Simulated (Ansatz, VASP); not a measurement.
# One calculation of Cl, two programs

```
CELL_PARAMETERS angstrom
2.41464 0.00000 0.00000
0.00000 2.41464 0.00000
0.00000 0.00000 2.41464
ATOMIC_POSITIONS crystal
Cl 0.00000 0.00000 0.00000
```

Change from the starting cell: volume scaled by 0.68, crystal datasets.

Alike in both runs: task single point; functional LDA; k mesh 15 × 15 × 15; occupations fermi-dirac, width 0.08 eV; no spin polarisation.

```csv
,VASP,Ansatz
version,VASP 6.6.1,Ansatz 0.2.0
potentials or method,"VASP PAW LDA potentials, release 64 (Cl), cutoff 520 eV","all-electron PAW with datasets made for the crystal, scalar-relativistic"
```

|  | VASP | Ansatz | Ansatz less VASP |
| --- | --- | --- | --- |
| pressure (GPa) | 51.7 | 51.8 | +0.12 |

LDA's correlation is that of Perdew and Zunger in VASP and of Perdew and Wang (1992) in Ansatz. Both programs put the cell under a high pressure, so it lies far from rest at this level. Ansatz ran all-electron here, and VASP with PAW potentials.
